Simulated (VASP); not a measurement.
Write the native input for VASP 6.6.1 that does the following.

```yaml
Task: single point
Functional: PBE
Potentials_or_basis: VASP PAW PBE potentials, release 64 (Zn, S)
Cutoff: 520 eV
k_mesh: 6 × 6 × 6
Occupations: fermi-dirac, width 0.1 eV
Spin: no spin polarisation
Dipole_correction: no
Further_INCAR_settings: ALGO = Normal; EDIFF = 1e-06; NBANDS = 16
```

The structure of ZnS lies in POSCAR:

```
ZnS
1.0
    0.0000000000      2.7218160470      2.7218160470
    2.7218160470      0.0000000000      2.7218160470
    2.7218160470      2.7218160470      0.0000000000
Zn S
1 1
Direct
    0.0000000000      0.0000000000      0.0000000000
    0.2500000000      0.2500000000      0.2500000000
```

One way to write it, as run:

INCAR

```
ALGO     = Normal         # electronic algorithm
EDIFF    = 1E-6           # SCF threshold, eV
ENCUT    = 520            # plane-wave cutoff, eV
GGA      = PE             # functional
ISIF     = 2              # what is computed and relaxed
ISMEAR   = -1             # smearing method
LASPH    = T              # aspherical terms in the spheres
LCHARG   = F              # write CHGCAR
LREAL    = F              # projectors in reciprocal space
LWAVE    = F              # write WAVECAR
NBANDS   = 16             # bands
NELM     = 80             # most SCF steps
PREC     = Accurate       # precision mode
SIGMA    = 0.1            # smearing width, eV
```

KPOINTS

```
k-points
0
Gamma
  6 6 6
```

Potentials or basis: VASP PAW PBE potentials, release 64 (Zn, S).

Command:

```sh
$ cat potpaw_PBE.64/Zn/POTCAR potpaw_PBE.64/S/POTCAR > POTCAR
$ mpirun -np 1 vasp_std > vasp.out
```

It gave:

- Pressure: 0.2 GPa
- Band gap on the k mesh: 2.02 eV, direct

Wall time 11 s on 1 thread of Intel(R) Xeon(R) Platinum 8259CL CPU @ 2.50GHz (Skylake/Cascade Lake), with other jobs on the host, peak memory 0.16 GiB.
